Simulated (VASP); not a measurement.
# MnSb (P6_3/mmc) in VASP: notebook

The runs below take MnSb through single point, with PBE.

Program: VASP 6.6.1. These are calculated values, not measurements. Logs are shortened: lines on timing, memory, paths and dates and some standing lists are left out, and cuts for length are marked.

## 1. The cell of the first run

Symmetry: P6_3/mmc, No. 194, hexagonal system. The conventional cell has a = 4.070 Å, b = 4.070 Å, c = 5.560 Å, α = 90.00°, β = 90.00°, γ = 120.00°. Mn (site symmetry -3m) has 6 Sb at 2.73 Å and 2 Mn at 2.78 Å within 3.6 Å. Within 3.7 Å of Sb (site symmetry -6m2) lie 6 Mn at 2.73 Å and 6 Sb at 3.64 Å.

## 2. Single point, PBE, collinear spin, ferromagnetic start (19.94 Å³/atom)

The input, INCAR:

```
  ALGO = Normal
  EDIFF = 1E-6
  ENCUT = 520
  GGA = PE
  ISIF = 2
  ISMEAR = 0
  ISPIN = 2
  LASPH = True
  LCHARG = True
  LELF = True
  LMAXMIX = 4
  LORBIT = 11
  LREAL = False
  LVHAR = True
  LWAVE = False
  MAGMOM = 3.58 3.58 0 0
  NBANDS = 30
  NELM = 150
  PREC = Accurate
  SIGMA = 0.05
```

The input, KPOINTS:

```
k-points
0
Gamma
  12 12 8
```

The input, POSCAR:

```
MnSb
1.0
    4.0701387796      0.0000000000      0.0000000000
   -2.0350693898      3.5248435801      0.0000000000
    0.0000000000      0.0000000000      5.5595182370
Mn Sb
2 2
Direct
    0.0000000000      0.0000000000      0.0000000000
    0.0000000000      0.0000000000      0.5000000000
    0.3333333333      0.6666666667      0.2500000000
    0.6666666667      0.3333333333      0.7500000000
```

Potentials or basis: VASP PAW PBE potentials, release 64 (Mn_pv, Sb).

The run is started by

```bash
> cat potpaw_PBE.64/Mn_pv/POTCAR potpaw_PBE.64/Sb/POTCAR > POTCAR
> mpirun -np 1 vasp_std > vasp.out
```

OUTCAR:

```text
EDIFF = 1E-6
   ENCUT = 520
   GGA = PE
   ISIF = 2
   ISMEAR = 0
   ISPIN = 2
   LASPH = True
   LORBIT = 11
   LREAL = False
   NELM = 150
   PREC = Accurate

 ion  position               nearest neighbor table
   1  0.000  0.000  0.000-   3 2.73   4 2.73   4 2.73   3 2.73   4 2.73   3 2.73   2 2.78   2 2.78

   2  0.000  0.000  0.500-   3 2.73   4 2.73   4 2.73   3 2.73   4 2.73   3 2.73   1 2.78   1 2.78

   3  0.333  0.667  0.250-   1 2.73   2 2.73   1 2.73   2 2.73   1 2.73   2 2.73   4 3.64   4 3.64
                             4 3.64   4 3.64   4 3.64   4 3.64
   4  0.667  0.333  0.750-   1 2.73   2 2.73   1 2.73   2 2.73   1 2.73   2 2.73   3 3.64   3 3.64
                             3 3.64   3 3.64   3 3.64   3 3.64

  LATTYP: Found a hexagonal cell.
 ALAT       =     4.0701387796
 C/A-ratio  =     1.3659284211

  Lattice vectors:

 A1 = (   4.0701387796,   0.0000000000,   0.0000000000)
 A2 = (  -2.0350693898,   3.5248435801,   0.0000000000)
 A3 = (   0.0000000000,   0.0000000000,   5.5595182370)

Analysis of symmetry for initial positions (statically):
=====================================================================
 Subroutine PRICEL returns:
 Original cell was already a primitive cell.

 Routine SETGRP: Setting up the symmetry group for a
 hexagonal supercell.

 Subroutine GETGRP returns: Found 24 space group operations
 (whereof 12 operations were pure point group operations)
 out of a pool of 24 trial point group operations.

The static configuration has the point symmetry D_3d.
 The point group associated with its full space group is D_6h.

Analysis of symmetry for dynamics (positions and initial velocities):
=====================================================================
 Subroutine PRICEL returns:
 Original cell was already a primitive cell.

 Routine SETGRP: Setting up the symmetry group for a
 hexagonal supercell.

 Subroutine GETGRP returns: Found 24 space group operations
 (whereof 12 operations were pure point group operations)
 out of a pool of 24 trial point group operations.

The dynamic configuration has the point symmetry D_3d.
 The point group associated with its full space group is D_6h.

Analysis of structural, dynamic, and magnetic symmetry:
=====================================================================
 Subroutine PRICEL returns:
 Original cell was already a primitive cell.

 Routine SETGRP: Setting up the symmetry group for a
 hexagonal supercell.

 Subroutine GETGRP returns: Found 24 space group operations
 (whereof 12 operations were pure point group operations)
 out of a pool of 24 trial point group operations.

The overall configuration has the point symmetry D_3d.
 The point group associated with its full space group is D_6h.

 Subroutine INISYM returns: Found 24 space group operations
 (whereof 12 operations are pure point group operations),
 and found     1 'primitive' translations

----------------------------------------------------------------------------------------

                                     Primitive cell

  volume of cell :      79.7602

  direct lattice vectors                    reciprocal lattice vectors
     4.070138780  0.000000000  0.000000000     0.245691868  0.141850266  0.000000000
    -2.035069390  3.524843580  0.000000000     0.000000000  0.283700532  0.000000000
     0.000000000  0.000000000  5.559518237     0.000000000  0.000000000  0.179871701

  length of vectors
     4.070138780  4.070138780  5.559518237     0.283700532  0.283700532  0.179871701

  position of ions in fractional coordinates (direct lattice)
     0.000000000  0.000000000  0.000000000
     0.000000000  0.000000000  0.500000000
     0.333333333  0.666666667  0.250000000
     0.666666667  0.333333333  0.750000000

  ion indices of the primitive-cell ions
   primitive index   ion index
                 1           1
                 2           2
                 3           3
                 4           4

----------------------------------------------------------------------------------------

 KPOINTS: k-points

Automatic generation of k-mesh.
 Grid dimensions read from file:
 generate k-points for:   12   12    8

 Generating k-lattice:

  Cartesian coordinates                     Fractional coordinates (reciprocal lattice)
     0.020474322  0.011820856  0.000000000     0.083333333  0.000000000  0.000000000
     0.000000000  0.023641711  0.000000000     0.000000000  0.083333333  0.000000000
     0.000000000  0.000000000  0.022483963     0.000000000  0.000000000  0.125000000

  Length of vectors
     0.023641711  0.023641711  0.022483963

  Shift w.r.t. Gamma in fractional coordinates (k-lattice)
     0.000000000  0.000000000  0.000000000

 Subroutine IBZKPT returns following result:
 ===========================================

 Found     95 irreducible k-points:

 Following reciprocal coordinates:
            Coordinates               Weight
  0.000000  0.000000  0.000000      1.000000
  0.083333  0.000000  0.000000      6.000000
  0.166667  0.000000  0.000000      6.000000
  0.250000  0.000000  0.000000      6.000000
  0.333333  0.000000  0.000000      6.000000
  0.416667  0.000000  0.000000      6.000000
[... 16 lines left out ...]
  0.250000  0.000000  0.125000     12.000000
  0.333333  0.000000  0.125000     12.000000
 [... further k-points ...]
   k-points           NKPTS =     95   k-points in BZ     NKDIM =     95   number of bands    NBANDS=     30
   number of dos      NEDOS =    301   number of ions     NIONS =      4
   total plane-waves  NPLWV =  37800
   dimension x,y,z NGX =    30 NGY =   30 NGZ =   42
   dimension x,y,z NGXF=    60 NGYF=   60 NGZF=   84
   ions per type =               2   2
   NGX,Y,Z   is equivalent  to a cutoff of  12.25, 12.25, 12.56 a.u.
   NGXF,Y,Z  is equivalent  to a cutoff of  24.51, 24.51, 25.12 a.u.
 SYSTEM =  unknown system
   PREC   = accura    normal or accurate (medium, high low for compatibility)
   ISTART =      0    job   : 0-new  1-cont  2-samecut
   ICHARG =      2    charge: 1-file 2-atom 10-const
   ISPIN  =      2    spin polarized calculation?
   LNONCOLLINEAR =      F non collinear calculations
   LSORBIT =      F    spin-orbit coupling
   LASPH  =      T    aspherical Exc in radial PAW
   ENCUT  =  520.0 eV  38.22 Ry    6.18 a.u.   7.57  7.57 10.34*2*pi/ulx,y,z
   NELM   =    150;   NELMIN=  2; NELMDL= -5     # of ELM steps
   EDIFF  = 0.1E-05   stopping-criterion for ELM
   LREAL  =      F    real-space projection
[... 7 lines left out ...]
   TEBEG  =    0.0;   TEEND  =   0.0 temperature during run
   PSTRESS=    0.0 pullay stress
   NELECT =      36.0000    total number of electrons
   NUPDOWN=      -1.0000    fix difference up-down
   EMIN   =  10.00;   EMAX   =-10.00  energy-range for DOS
   EFERMI =   0.00;   METHOD = LEGACY
   ISMEAR =     0;   SIGMA  =   0.05  broadening in eV -4-tet -1-fermi 0-gaus
   EFERMI_NEDOS =   21; number of points for ismear=-14 and -15
   IALGO  =     38    algorithm
   IMIX   =      4    mixing-type and parameters
     AMIX     =   0.40;   BMIX     =  1.00
     AMIX_MAG =   1.60;   BMIX_MAG =  1.00
  volume/ion in A,a.u.               =      19.94       134.56
  Fermi-wavevector in a.u.,A,eV,Ry     =   1.255780  2.373080 21.456165  1.576984
  Thomas-Fermi vector in A             =   2.389520
   LORBIT       =     11    0 simple, 1 ext, 2 COOP (PROOUT), +10 PAW based schemes
   GGA     = PE    functional components
   LHFCALC =     F    Hartree Fock is set to
   AEXX    =    0.0000 exact exchange contribution
   IVDW    =     0    specifies the selected vdW correction
   LEPSILON=     F    determine dielectric tensor
   LRPA    =     F    only Hartree local field effects (RPA)
 spin polarized calculation
 Gauss-broadening in eV      SIGMA  =   0.05
  energy-cutoff  :      520.00
  volume of cell :       79.76
 maximum number of plane-waves:      2168
   NGX = 15   NGY = 15   NGZ = 21

 number of electron      36.0000023 magnetization       6.2354027

 Free energy of the ion-electron system (eV)
  ---------------------------------------------------
  ext. energy  EPLUGINS =         0.00000000
  ---------------------------------------------------
  free energy    TOTEN  =       -26.36689539 eV

  energy without entropy =      -26.36408355  energy(sigma->0) =      -26.36548947

 E-fermi :   8.6118     XC(G=0): -10.9809

 val. band max:        8.5946643011   @ k =   0.3333   0.3333   0.3750
 cond. band min:       8.6160866924   @ k =   0.3333   0.0833   0.1250
 fundamental gap:      0.0214223914
 Fermi energy:         8.6117553057

 spin component 1

 k-point     1 :       0.0000    0.0000    0.0000
  band No.  band energies     occupation
      1     -41.2230      1.00000
      2     -41.2230      1.00000
      3     -41.2110      1.00000
      4     -41.2110      1.00000
      5     -40.9494      1.00000
      6     -40.8268      1.00000
[... 22 lines left out ...]
     29      16.1077      0.00000
     30      16.1077      0.00000

 k-point     2 :       0.0833    0.0000    0.0000
  band No.  band energies     occupation
      1     -41.2232      1.00000
      2     -41.2230      1.00000
      3     -41.2112      1.00000
      4     -41.2110      1.00000
      5     -40.9493      1.00000
      6     -40.8267      1.00000
[... 22 lines left out ...]
     29      15.4547      0.00000
     30      15.7231      0.00000

 k-point     3 :       0.1667    0.0000    0.0000
  band No.  band energies     occupation
      1     -41.2237      1.00000
      2     -41.2232      1.00000
      3     -41.2115      1.00000
      4     -41.2111      1.00000
      5     -40.9492      1.00000
      6     -40.8267      1.00000
[... 682 lines left out ...]
     29      15.8972      0.00000
     30      16.2890      0.00000

 k-point    24 :       0.3333    0.0000    0.1250
  band No.  band energies     occupation
      1     -41.2245      1.00000
      2     -41.2231      1.00000
      3     -41.2129      1.00000
      4     -41.2117      1.00000
      5     -40.9442      1.00000
      6     -40.8312      1.00000
[... 22 lines left out ...]
     29      17.0931      0.00000
     30      17.4227      0.00000

 [... further k-points ...]

 spin component 2

 k-point     1 :       0.0000    0.0000    0.0000
  band No.  band energies     occupation
      1     -37.8382      1.00000
      2     -37.8382      1.00000
      3     -37.8239      1.00000
      4     -37.8239      1.00000
      5     -37.7754      1.00000
      6     -37.6326      1.00000
[... 22 lines left out ...]
     29      17.0165      0.00000
     30      17.0165      0.00000

 k-point     2 :       0.0833    0.0000    0.0000
  band No.  band energies     occupation
      1     -37.8384      1.00000
      2     -37.8383      1.00000
      3     -37.8240      1.00000
      4     -37.8239      1.00000
      5     -37.7754      1.00000
      6     -37.6325      1.00000
[... 22 lines left out ...]
     29      16.3201      0.00000
     30      16.5462      0.00000

 k-point     3 :       0.1667    0.0000    0.0000
  band No.  band energies     occupation
      1     -37.8391      1.00000
      2     -37.8384      1.00000
      3     -37.8245      1.00000
      4     -37.8240      1.00000
      5     -37.7752      1.00000
      6     -37.6325      1.00000
[... 682 lines left out ...]
     29      16.1104      0.00000
     30      16.7940      0.00000

 k-point    24 :       0.3333    0.0000    0.1250
  band No.  band energies     occupation
      1     -37.8403      1.00000
      2     -37.8384      1.00000
      3     -37.8263      1.00000
      4     -37.8247      1.00000
      5     -37.7693      1.00000
      6     -37.6377      1.00000
[... 22 lines left out ...]
     29      17.2436      0.00000
     30      17.9064      0.00000

 [... further k-points ...]
[... 5 lines left out ...]
  --------------------------------------------------------------------------------------
  -------------------------------------------------------------------------------------
  Total        0.5020082      0.5020082      0.5338574      0.0000000     -0.0000000      0.0000000
  in kB       10.0840546     10.0840546     10.7238228      0.0000000     -0.0000000      0.0000000
  external PRESSURE =      10.2973107 kB  Pullay stress =       0.0000000 kB

 VOLUME and BASIS-vectors are now :
 -----------------------------------------------------------------------------
  energy-cutoff  :      520.00
  volume of cell :       79.76
      direct lattice vectors                 reciprocal lattice vectors
     4.070138780  0.000000000  0.000000000     0.245691868  0.141850266  0.000000000
    -2.035069390  3.524843580  0.000000000     0.000000000  0.283700532  0.000000000
     0.000000000  0.000000000  5.559518237     0.000000000  0.000000000  0.179871701

 POSITION                                       TOTAL-FORCE (eV/Angst)
 -----------------------------------------------------------------------------------
      0.00000      0.00000      0.00000        -0.000000      0.000000     -0.000000
      0.00000      0.00000      2.77976        -0.000000      0.000000     -0.000000
     -0.00000      2.34990      1.38988        -0.000000     -0.000000     -0.000000
      2.03507      1.17495      4.16964         0.000000      0.000000      0.000000
 -----------------------------------------------------------------------------------
    total drift:                                0.000000     -0.000000      0.000000

  FREE ENERGIE OF THE ION-ELECTRON SYSTEM (eV)
  ---------------------------------------------------
  free  energy   TOTEN  =       -26.3668953912 eV

  energy  without entropy=      -26.3640835497  energy(sigma->0) =      -26.36548947

 total charge

# of ion       s       p       d       tot
------------------------------------------
    1        0.287   6.239   5.087  11.613
    2        0.287   6.239   5.087  11.613
    3        1.130   1.295   0.052   2.477
    4        1.130   1.295   0.052   2.477
--------------------------------------------------
tot          2.835  15.067  10.277  28.179

 magnetization (x)

# of ion       s       p       d       tot
------------------------------------------
    1        0.033   0.028   3.100   3.160
    2        0.033   0.028   3.100   3.160
    3        0.003  -0.131   0.007  -0.122
    4        0.003  -0.131   0.007  -0.122
--------------------------------------------------
tot          0.071  -0.207   6.213   6.077
```

Run time: 12 min. Hardware: 1 thread of Intel Xeon 8259CL, shared host; peak memory 0.44 GiB.

Results:

```yaml
Free_energy: -26.3669 eV
Pressure: 1.0 GPa
Net_moment: 6.24 μB per cell
Site_moments: Mn +3.16; Sb -0.12 μB
Valence_electrons_inside_the_program's_atomic_spheres: Mn 11.61; Sb 2.48
```

Levels at points of the mesh, in eV from the Fermi level:
Spin up:
| k point | band 17 | band 18 | band 19 | band 20 | band 21 | band 22 | band 23 | band 24 | band 25 | band 26 |
| --- | --- | --- | --- | --- | --- | --- | --- | --- | --- | --- |
| (0.00, 0.00, 0.00) | -1.69 | -1.69 | -0.12 | 0.48 | 0.48 | 2.50 | 2.50 | 2.95 | 3.02 | 5.05 |
| (0.50, 0.00, 0.00) | -2.41 | -2.28 | -1.86 | -1.73 | -1.69 | -0.56 | 1.06 | 3.49 | 3.62 | 4.69 |
| (0.00, 0.00, 0.50) | -2.52 | -2.52 | -0.32 | -0.32 | 1.93 | 1.93 | 1.93 | 1.93 | 4.88 | 4.88 |
| (0.50, 0.00, 0.50) | -2.25 | -2.25 | -2.12 | -2.12 | 0.20 | 0.20 | 1.46 | 1.46 | 4.38 | 4.38 |
Spin down:
```
           k point  band 12  band 13  band 14  band 15  band 16  band 17  band 18  band 19
(0.00, 0.00, 0.00)    -1.22    -0.27    -0.27     0.12     0.12     0.58     0.58     1.42
(0.50, 0.00, 0.00)    -2.59    -2.40    -2.29    -1.37     0.28     0.50     0.62     0.80
(0.00, 0.00, 0.50)    -1.89    -1.89    -1.89     0.34     0.34     0.34     0.34     0.83
(0.50, 0.00, 0.50)    -2.28    -1.72    -1.72     0.16     0.16     0.68     0.68     0.70
```

Caveat: spin-orbit coupling is left out, which moves the levels of the heavy elements; the run started ferromagnetic, and an antiferromagnetic order may lie lower in energy.

[end of part 1 of 2]
